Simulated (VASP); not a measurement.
Set up this calculation in VASP 6.6.1, as the native input.

```yaml
Task: relaxation of shape and atoms at fixed volume
Functional: PBEsol
Potentials_or_basis: VASP PAW PBE potentials, release 64 (Al, Cu)
Cutoff: 600 eV
k_mesh: 16 × 16 × 6
Occupations: gaussian, width 0.1 eV
Spin: no spin polarisation
Dipole_correction: no
Further_INCAR_settings: ALGO = Fast; EDIFF = 1e-06; IBRION = 2; EDIFFG = -0.01; NSW = 50; ISIF = 4
```

The structure of Al3Cu lies in POSCAR:

```
Al3Cu
1.0
    2.8680091502      0.0000000000      0.0000000000
    0.0000000000      2.8680091502      0.0000000000
    0.0000000000      0.0000000000      7.8560584475
Al Cu
3 1
Direct
    0.0000000000      0.0000000000      0.5000000000
    0.5000000000      0.5000000000      0.2177343048
    0.5000000000      0.5000000000      0.7822656952
    0.0000000000      0.0000000000      0.0000000000
```

One way to write it, as run:

INCAR

```
PREC     = Accurate       # precision mode
ENCUT    = 600            # plane-wave cutoff, eV
EDIFF    = 1E-6           # SCF threshold, eV
ISMEAR   = 0              # smearing method
SIGMA    = 0.1            # smearing width, eV
LREAL    = F              # projectors in reciprocal space
LASPH    = T              # aspherical terms in the spheres
NELM     = 80             # most SCF steps
ALGO     = Fast           # electronic algorithm
ISIF     = 4              # what is computed and relaxed
LWAVE    = F              # write WAVECAR
LCHARG   = F              # write CHGCAR
GGA      = PS             # functional
IBRION   = 2              # ionic algorithm
NSW      = 50             # ionic steps
EDIFFG   = -0.01          # ionic threshold
```

KPOINTS

```
Automatic mesh
0
Gamma
  16 16 6
```

Potentials or basis: VASP PAW PBE potentials, release 64 (Al, Cu).

Launch:

```sh
$ cat potpaw_PBE.64/Al/POTCAR potpaw_PBE.64/Cu/POTCAR > POTCAR
$ mpirun -np 1 vasp_std > vasp.out
```

It gave:

```yaml
Energy_gained_by_relaxing: 0.2 meV/atom
Ionic_steps: 3
Pressure_after_relaxing: -7.5 GPa
Largest_force_after_relaxing: 0.009 eV/Å
Band_gap_on_the_k_mesh: zero (bands 10 and 11 overlap by 5.81 eV)
```

Caveat: the PAW data sets were made with another functional, which shifts forces and pressure a little.

Run time: 9 min on 1 thread of Intel Xeon 8259CL, on a shared host, peak memory 0.35 GiB.
